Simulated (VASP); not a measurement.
# TiAl6N8 (a cell with a defect) in VASP: a series of runs

Runs on TiAl6N8 (a cell with a defect). Level: PBE+D3(BJ). Tasks: single point.

Everything below comes from runs of VASP 6.6.1. Logs are shortened: lines on timing, memory, paths and dates and some standing lists are left out, and cuts for length are marked.

## Step 1: The cell of the first run

The cell holds a defect, 15 atoms: a = 6.162 Å, b = 5.336 Å, c = 5.031 Å, α = 90.00°, β = 90.00°, γ = 90.00°.

## Step 2: Single point, PBE+D3(BJ)

File INCAR:

```
  ALGO = Normal
  EDIFF = 1E-6
  ENCUT = 520
  GGA = PE
  ISIF = 2
  ISMEAR = 0
  IVDW = 12
  LASPH = True
  LCHARG = False
  LREAL = Auto
  LWAVE = False
  NBANDS = 48
  NELECT = 72.0
  NELM = 60
  PREC = Accurate
  SIGMA = 0.02
```

File KPOINTS:

```
k-points
0
Gamma
  2 2 2
```

File POSCAR:

```
TiAl6N8
1.0
   -3.0810000000     -5.3364490000      0.0000000000
    4.6215000000     -2.6682240000      0.0000000000
    0.0000000000      0.0000000000      5.0310000000
Al N Ti
6 8 1
Direct
    0.5066945846      0.3307560349      0.0172675412
    0.4916269106      0.6818644404      0.4856835619
    0.2591024782      0.8169628335     -0.0060166965
    0.0030213075      0.6822905222      0.5027759889
    0.7470580241      0.8191534723      0.0001200557
    0.7371369689      0.1874588339      0.5165992844
    0.5209962500      0.3653156867      0.3726251242
    0.5058679633      0.6577200465      0.8639968197
    0.2432323610      0.8204175926      0.3572528324
    0.2709212847      0.1544451970      0.9126487776
   -0.0164835445      0.3535473763      0.4087867223
    0.0002362955      0.6747945529      0.8789789306
    0.7507483994      0.8585562736      0.3758743789
    0.7482698962      0.1534589528      0.8869992049
    0.0193707516      0.2508960912      0.0710099384
```

Potentials or basis: VASP PAW PBE potentials, release 64 (Al, N, Ti_sv).

On the command line:

```
$ cat potpaw_PBE.64/Al/POTCAR potpaw_PBE.64/N/POTCAR potpaw_PBE.64/Ti_sv/POTCAR > POTCAR
$ mpirun -np 1 vasp_std > vasp.out
```

OUTCAR:

```text
EDIFF = 1E-6
   ENCUT = 520
   GGA = PE
   ISIF = 2
   ISMEAR = 0
   IVDW = 12
   LASPH = True
   LREAL = Auto
   NELECT = 72.0
   NELM = 60
   PREC = Accurate
 IVDW          = 12

 ion  position               nearest neighbor table
   1  0.507  0.331  0.017-   7 1.80  10 1.81  14 1.88   8 1.91   6 2.99   6 2.99   5 3.00   2 3.01
                             3 3.01  15 3.05   5 3.11   3 3.14   2 3.27
   2  0.492  0.682  0.486-   7 1.79   9 1.82   8 1.91  13 1.93   3 2.95   5 3.00   4 3.01   1 3.01
                             3 3.02   6 3.05   6 3.10   5 3.12   4 3.15   1 3.27
   3  0.259  0.817  0.994-   9 1.83  10 1.85  12 1.86   8 1.86  15 2.77   2 2.95   5 3.01   1 3.01
                             2 3.02   4 3.02   4 3.09   1 3.14   5 3.16
   4  0.003  0.682  0.503-   9 1.81  11 1.82  12 1.89  13 1.93   2 3.01   3 3.02   5 3.05   5 3.07
                             3 3.09   6 3.11   2 3.15   6 3.16
   5  0.747  0.819  0.000-  12 1.84   8 1.85  14 1.87  13 1.90  15 2.87   2 3.00   1 3.00   3 3.01
                             4 3.05   4 3.07   1 3.11   2 3.12   6 3.13   3 3.16   6 3.26
   6  0.737  0.187  0.517-   7 1.79  11 1.84  14 1.87  13 1.89  15 2.86   1 2.99   1 2.99   2 3.05
                             2 3.10   4 3.11   5 3.13   4 3.16   5 3.26
   7  0.521  0.365  0.373-   6 1.79   2 1.79   1 1.80
   8  0.506  0.658  0.864-   5 1.85   3 1.86   1 1.91   2 1.91
   9  0.243  0.820  0.357-   4 1.81   2 1.82   3 1.83
  10  0.271  0.154  0.913-   1 1.81  15 1.82   3 1.85
  11  0.984  0.354  0.409-  15 1.80   4 1.82   6 1.84
  12  0.000  0.675  0.879-   5 1.84   3 1.86   4 1.89
  13  0.751  0.859  0.376-   6 1.89   5 1.90   4 1.93   2 1.93
  14  0.748  0.153  0.887-   5 1.87   6 1.87   1 1.88  15 1.98
  15  0.019  0.251  0.071-  11 1.80  10 1.82  14 1.98   3 2.77   6 2.86   5 2.87   1 3.05

  LATTYP: Found a simple orthorhombic cell.
 ALAT       =     5.0310000000
 B/A-ratio  =     1.0607132585
 C/A-ratio  =     1.2248062811

  Lattice vectors:

 A1 = (   0.0000000000,   0.0000000000,  -5.0310000000)
 A2 = (   4.6215000000,  -2.6682240000,   0.0000000000)
 A3 = (  -3.0810000000,  -5.3364490000,   0.0000000000)

Analysis of symmetry for initial positions (statically):
=====================================================================
 Subroutine PRICEL returns:
 Original cell was already a primitive cell.

 Routine SETGRP: Setting up the symmetry group for a
 simple orthorhombic supercell.

 Subroutine GETGRP returns: Found  1 space group operations
 (whereof  1 operations were pure point group operations)
 out of a pool of  8 trial point group operations.

The static configuration has the point symmetry C_1 .

Analysis of symmetry for dynamics (positions and initial velocities):
=====================================================================
 Subroutine PRICEL returns:
 Original cell was already a primitive cell.

 Routine SETGRP: Setting up the symmetry group for a
 simple orthorhombic supercell.

 Subroutine GETGRP returns: Found  1 space group operations
 (whereof  1 operations were pure point group operations)
 out of a pool of  8 trial point group operations.

The dynamic configuration has the point symmetry C_1 .

 Subroutine INISYM returns: Found  1 space group operations
 (whereof  1 operations are pure point group operations),
 and found     1 'primitive' translations

----------------------------------------------------------------------------------------

                                     Primitive cell

  volume of cell :     165.4354

  direct lattice vectors                    reciprocal lattice vectors
    -3.081000000 -5.336449000  0.000000000    -0.081142475 -0.140542903  0.000000000
     4.621500000 -2.668224000  0.000000000     0.162284980 -0.093695269  0.000000000
     0.000000000  0.000000000  5.031000000     0.000000000  0.000000000  0.198767641

  length of vectors
     6.162000400  5.336448404  5.031000000     0.162284962  0.187390550  0.198767641

  position of ions in fractional coordinates (direct lattice)
     0.506694585  0.330756035  0.017267541
     0.491626911  0.681864440  0.485683562
     0.259102478  0.816962833  0.993983304
     0.003021307  0.682290522  0.502775989
     0.747058024  0.819153472  0.000120056
     0.737136969  0.187458834  0.516599284
     0.520996250  0.365315687  0.372625124
     0.505867963  0.657720047  0.863996820
     0.243232361  0.820417593  0.357252832
     0.270921285  0.154445197  0.912648778
[... 41 lines left out ...]

  Shift w.r.t. Gamma in fractional coordinates (k-lattice)
     0.000000000  0.000000000  0.000000000

 Subroutine IBZKPT returns following result:
 ===========================================

 Found      8 irreducible k-points:

 Following reciprocal coordinates:
            Coordinates               Weight
  0.000000  0.000000  0.000000      1.000000
  0.500000  0.000000  0.000000      1.000000
  0.000000  0.500000  0.000000      1.000000
  0.500000  0.500000  0.000000      1.000000
  0.000000  0.000000  0.500000      1.000000
  0.500000  0.000000  0.500000      1.000000
  0.000000  0.500000  0.500000      1.000000
  0.500000  0.500000  0.500000      1.000000
   k-points           NKPTS =      8   k-points in BZ     NKDIM =      8   number of bands    NBANDS=     48
   number of dos      NEDOS =    301   number of ions     NIONS =     15
   total plane-waves  NPLWV =  76800
   dimension x,y,z NGX =    48 NGY =   40 NGZ =   40
   dimension x,y,z NGXF=    96 NGYF=   80 NGZF=   80
   ions per type =               6   8   1
   NGX,Y,Z   is equivalent  to a cutoff of  12.95, 12.46, 13.22 a.u.
   NGXF,Y,Z  is equivalent  to a cutoff of  25.90, 24.92, 26.44 a.u.
 SYSTEM =  unknown system
   PREC   = accura    normal or accurate (medium, high low for compatibility)
   ISTART =      0    job   : 0-new  1-cont  2-samecut
   ICHARG =      2    charge: 1-file 2-atom 10-const
   ISPIN  =      1    spin polarized calculation?
   LNONCOLLINEAR =      F non collinear calculations
   LSORBIT =      F    spin-orbit coupling
   LASPH  =      T    aspherical Exc in radial PAW
   ENCUT  =  520.0 eV  38.22 Ry    6.18 a.u.  11.46  9.92  9.35*2*pi/ulx,y,z
   NELM   =     60;   NELMIN=  2; NELMDL= -5     # of ELM steps
   EDIFF  = 0.1E-05   stopping-criterion for ELM
   LREAL  =      T    real-space projection
   EDIFFG = 0.1E-04   stopping-criterion for IOM
   NSW    =      0    number of steps for IOM
   IBRION =     -1    ionic relax: 0-MD 1-quasi-New 2-CG
   NFREE  =      0    steps in history (QN), initial steepest desc. (CG)
   ISIF   =      2    stress and relaxation
   ISYM   =      2    0-nonsym 1-usesym 2-fastsym
   POTIM  = 0.5000    time-step for ionic-motion
   TEBEG  =    0.0;   TEEND  =   0.0 temperature during run
   PSTRESS=    0.0 pullay stress
   NELECT =      72.0000    total number of electrons
   NUPDOWN=      -1.0000    fix difference up-down
   EMIN   =  10.00;   EMAX   =-10.00  energy-range for DOS
   EFERMI =   0.00;   METHOD = LEGACY
   ISMEAR =     0;   SIGMA  =   0.02  broadening in eV -4-tet -1-fermi 0-gaus
   EFERMI_NEDOS =   21; number of points for ismear=-14 and -15
   IALGO  =     38    algorithm
   IMIX   =      4    mixing-type and parameters
     AMIX     =   0.40;   BMIX     =  1.00
     AMIX_MAG =   1.60;   BMIX_MAG =  1.00
  volume/ion in A,a.u.               =      11.03        74.43
  Fermi-wavevector in a.u.,A,eV,Ry     =   1.240632  2.344454 20.941639  1.539167
  Thomas-Fermi vector in A             =   2.375064
   LORBIT       =      0    0 simple, 1 ext, 2 COOP (PROOUT), +10 PAW based schemes
   GGA     = PE    functional components
   LHFCALC =     F    Hartree Fock is set to
   AEXX    =    0.0000 exact exchange contribution
   IVDW    =    12    specifies the selected vdW correction
   LEPSILON=     F    determine dielectric tensor
   LRPA    =     F    only Hartree local field effects (RPA)
 non-spin polarized calculation
 Gauss-broadening in eV      SIGMA  =   0.02
  energy-cutoff  :      520.00
  volume of cell :      165.44
 maximum number of plane-waves:      4500
 NGX is ok and might be reduce to    48
   NGX = 23   NGY = 19   NGZ = 19

 number of electron      72.0000005 magnetization

 Free energy of the ion-electron system (eV)
  ---------------------------------------------------
  ext. energy  EPLUGINS =         0.00000000
  ---------------------------------------------------
  free energy    TOTEN  =       -97.99830308 eV

  energy without entropy =      -97.99830308  energy(sigma->0) =      -97.99830308

 E-fermi :   6.8137     XC(G=0): -10.8589

 val. band max:        6.5577664802   @ k =   0.0000   0.0000   0.5000
 cond. band min:       7.9875238261   @ k =   0.5000   0.5000   0.5000
 fundamental gap:      1.4297573460
 Fermi energy:         6.8137310868

 k-point     1 :       0.0000    0.0000    0.0000
  band No.  band energies     occupation
      1     -50.4444      2.00000
      2     -26.9587      2.00000
      3     -26.7168      2.00000
      4     -26.6937      2.00000
      5      -9.9069      2.00000
      6      -8.2725      2.00000
[... 397 lines left out ...]
     47      12.9213      0.00000
     48      13.2998      0.00000

------------------------ aborting loop because EDIFF is reached ----------------------------------------

 Edisp (eV)   -3.86455

 E8    (eV) :    -1.5088

  FORCE on cell =-STRESS in cart. coord.  units (eV):
  Direction    XX          YY          ZZ          XY          YZ          ZX
  --------------------------------------------------------------------------------------
  -------------------------------------------------------------------------------------
  Total      26.78442    31.35534    24.07994     1.38959    -0.92173     4.56783
  in kB     259.39672   303.66432   233.20492    13.45767    -8.92662    44.23765
  external pressure =      265.42 kB  Pullay stress =        0.00 kB

 VOLUME and BASIS-vectors are now :
 -----------------------------------------------------------------------------
  energy-cutoff  :      520.00
  volume of cell :      165.44
      direct lattice vectors                 reciprocal lattice vectors
    -3.081000000 -5.336449000  0.000000000    -0.081142475 -0.140542903  0.000000000
     4.621500000 -2.668224000  0.000000000     0.162284980 -0.093695269  0.000000000
     0.000000000  0.000000000  5.031000000     0.000000000  0.000000000  0.198767641

 POSITION                                       TOTAL-FORCE (eV/Angst)
 -----------------------------------------------------------------------------------
     -0.03254     -3.58648      0.08687         0.020862      0.041864      0.021168
      1.63653     -4.44291      2.44347        -0.141524      0.050700      0.166936
      2.97730     -3.56253      5.00073         0.215185      0.039790      0.340410
      3.14390     -1.83663      2.52947        -0.132378      0.002080      0.014785
      1.48403     -6.17232      0.00060        -0.094436     -0.055207      0.235031
     -1.40478     -4.43388      2.59901        -0.231411      0.025626     -0.198006
      0.08312     -3.75501      1.87468        -0.157423     -0.041531      0.004694
      1.48107     -4.45448      4.34677         0.043424      0.023457      0.181052
      3.04216     -3.48706      1.79734        -0.325540      0.025064      0.250438
     -0.12094     -1.85785      4.59154        -0.171592     -0.019907     -0.077003
     -1.39629     -6.19183      2.05661        -0.175891     -0.006324      0.120375
      3.11783     -1.80176      4.42214        -0.635617      0.368630      0.228801
      1.65476     -6.29715      1.89102        -0.155634      0.140028      0.175363
     -1.59621     -4.40257      4.46249        -0.084806      0.121890     -0.126120
      1.09983     -0.77282      0.35725         2.026782     -0.716162     -1.337925
 -----------------------------------------------------------------------------------
    total drift:                               -0.001505      0.000777     -0.024443

  FREE ENERGIE OF THE ION-ELECTRON SYSTEM (eV)
  ---------------------------------------------------
  free  energy   TOTEN  =      -101.8628494443 eV

  energy  without entropy=     -101.8628494443  energy(sigma->0) =     -101.86284944
```

Wall time 98 s (1 thread of Intel Xeon Platinum 8259CL at 2.50GHz (Skylake/Cascade Lake), shared host); peak memory 0.28 GiB.

What came out:

```
Free energy                : -101.8628 eV
Largest force              : 2.532 eV/Å
Dispersion energy per atom : -0.258 eV
```

Forces in eV/Å, atoms in the order of the input:
```
Al   0.021  0.042  0.021
Al  -0.142  0.051  0.167
Al   0.215  0.040  0.340
Al  -0.132  0.002  0.015
Al  -0.094 -0.055  0.235
Al  -0.231  0.026 -0.198
N   -0.157 -0.042  0.005
N    0.043  0.023  0.181
N   -0.326  0.025  0.250
N   -0.172 -0.020 -0.077
N   -0.176 -0.006  0.120
N   -0.636  0.369  0.229
N   -0.156  0.140  0.175
N   -0.085  0.122 -0.126
Ti   2.027 -0.716 -1.338
```

Levels at points of the mesh, in eV from the Fermi level:
| k point | band 33 | band 34 | band 35 | band 36 | band 37 | band 38 | band 39 | band 40 |
| --- | --- | --- | --- | --- | --- | --- | --- | --- |
| (0.00, 0.00, 0.00) | -1.68 | -1.50 | -0.84 | -0.31 | 1.32 | 1.89 | 2.26 | 2.73 |
| (0.50, 0.00, 0.00) | -1.78 | -1.38 | -1.17 | -0.85 | 1.36 | 1.85 | 2.25 | 3.22 |
| (0.00, 0.50, 0.00) | -1.94 | -1.46 | -0.87 | -0.39 | 1.22 | 1.89 | 2.19 | 3.10 |
| (0.50, 0.50, 0.00) | -1.91 | -1.62 | -1.41 | -0.48 | 1.20 | 1.95 | 2.34 | 3.35 |
| (0.00, 0.00, 0.50) | -2.01 | -1.17 | -0.84 | -0.26 | 1.29 | 1.81 | 1.93 | 3.34 |
| (0.50, 0.00, 0.50) | -2.15 | -1.49 | -1.04 | -0.44 | 1.21 | 1.78 | 1.97 | 3.09 |
| (0.00, 0.50, 0.50) | -2.21 | -1.52 | -0.86 | -0.36 | 1.29 | 1.87 | 2.11 | 2.97 |
| (0.50, 0.50, 0.50) | -2.11 | -1.66 | -0.81 | -0.64 | 1.17 | 1.98 | 2.17 | 2.96 |

Caveat: the k points lie up to 0.62 Å⁻¹ apart; the cell carries a net charge on a neutralising background, which shifts energy and pressure; the cell is charged against a uniform background, so pressure and absolute levels hang on convention.

## Step 3: Single point, PBE+D3(BJ)

File INCAR:

```
SYSTEM = TiAl6N8
ALGO     = Normal         ! electronic algorithm
EDIFF    = 1E-7           ! SCF threshold, eV
ENCUT    = 520            ! plane-wave cutoff, eV
GGA      = PE             ! functional
ISIF     = 2              ! what is computed and relaxed
ISMEAR   = 0              ! smearing method
IVDW     = 12             ! dispersion correction
LASPH    = .TRUE.         ! aspherical terms in the spheres
LCHARG   = .TRUE.         ! write CHGCAR
LELF     = .TRUE.         ! ELF
LREAL    = Auto         
LVHAR    = .TRUE.       
LWAVE    = .FALSE.        ! write WAVECAR
NBANDS   = 48             ! bands
NELECT   = 72.0         
NELM     = 100            ! most SCF steps
PREC     = Accurate       ! precision mode
SIGMA    = 0.02           ! smearing width, eV
```

File KPOINTS:

```
k-points
0
G
  2 2 2
  0 0 0
```

File POSCAR:

```
TiAl6N8
1.0
   -3.0810000000     -5.3364490000      0.0000000000
    4.6215000000     -2.6682240000      0.0000000000
    0.0000000000      0.0000000000      5.0310000000
Al N Ti
6 8 1
Direct
    0.4971231749      0.3344488807      0.0176952892
    0.4947853193      0.6596580263      0.4954054860
    0.2550524027      0.8385858385      0.0087745975
    0.0045487169      0.6685596877      0.4923559928
    0.7465737623      0.8312990937      0.0051747168
    0.7442948267      0.1693282184      0.4981029616
    0.5203865793      0.3444349347      0.3751278076
    0.5024356525      0.6662614401      0.8750274299
    0.2504151272      0.7986411353      0.3653957464
    0.2534200056      0.1674095071      0.9107386206
   -0.0196834804      0.3430397483      0.3729924468
   -0.0006844796      0.6798022543      0.8718880938
    0.7502626388      0.8385381781      0.3796690519
    0.7449440748      0.1599629329      0.8772657523
    0.0061255735      0.3333633868      0.0103864043
```

Potentials or basis: VASP PAW PBE potentials, release 64 (Al, N, Ti_sv).

On the command line:

```
$ cat potpaw_PBE.64/Al/POTCAR potpaw_PBE.64/N/POTCAR potpaw_PBE.64/Ti_sv/POTCAR > POTCAR
$ mpirun -np 1 vasp_std > vasp.out
```

Wall time 1.9 min (1 thread of Intel Xeon Platinum 8259CL at 2.50GHz (Skylake/Cascade Lake), shared host); peak memory 0.29 GiB.

Results (log left out):

| Property | Result |
| --- | --- |
| Free energy | -103.2548 eV |
| Largest force | 0.039 eV/Å |
| Dispersion energy per atom | -0.258 eV |

Forces in eV/Å, atoms in the order of the input:
```
Al   0.005  0.000 -0.013
Al   0.005  0.002  0.001
Al  -0.006  0.006  0.000
Al  -0.001  0.001  0.000
Al  -0.006  0.004  0.005
Al  -0.009 -0.003  0.006
N   -0.001 -0.007  0.000
N    0.001  0.002 -0.002
N   -0.005 -0.002  0.002
N   -0.024 -0.018 -0.004
N    0.002  0.003  0.025
N    0.008 -0.013 -0.006
N    0.000  0.003  0.005
N   -0.004  0.012 -0.007
Ti   0.035  0.011 -0.014
```

Levels at points of the mesh, in eV from the Fermi level:
| k point | band 32 | band 33 | band 34 | band 35 | band 36 | band 37 | band 38 | band 39 | band 40 | band 41 |
| --- | --- | --- | --- | --- | --- | --- | --- | --- | --- | --- |
| (0.00, 0.00, 0.00) | -1.90 | -1.73 | -1.52 | -0.74 | -0.21 | 2.14 | 2.38 | 2.59 | 3.12 | 3.20 |
| (0.50, 0.00, 0.00) | -2.21 | -1.73 | -1.34 | -0.97 | -0.67 | 2.20 | 2.28 | 2.70 | 2.91 | 3.40 |
| (0.00, 0.50, 0.00) | -2.07 | -1.94 | -1.70 | -0.90 | -0.17 | 1.90 | 2.15 | 2.84 | 3.26 | 3.46 |
| (0.50, 0.50, 0.00) | -2.12 | -1.95 | -1.47 | -1.39 | -0.30 | 1.98 | 2.35 | 2.83 | 3.31 | 3.38 |
| (0.00, 0.00, 0.50) | -2.27 | -2.05 | -0.93 | -0.71 | -0.29 | 2.17 | 2.37 | 2.66 | 3.32 | 3.91 |
| (0.50, 0.00, 0.50) | -2.30 | -2.04 | -1.54 | -0.85 | -0.10 | 2.22 | 2.29 | 2.82 | 2.99 | 4.28 |
| (0.00, 0.50, 0.50) | -2.30 | -2.12 | -1.31 | -0.82 | -0.26 | 2.15 | 2.26 | 2.73 | 3.12 | 3.85 |
| (0.50, 0.50, 0.50) | -2.26 | -2.17 | -1.85 | -0.64 | -0.30 | 2.07 | 2.34 | 2.65 | 3.06 | 4.00 |

Caveat: the k points lie up to 0.62 Å⁻¹ apart; the cell carries a net charge on a neutralising background, which shifts energy and pressure; the cell is charged against a uniform background, so pressure and absolute levels hang on convention.

[end of part 1 of 2]
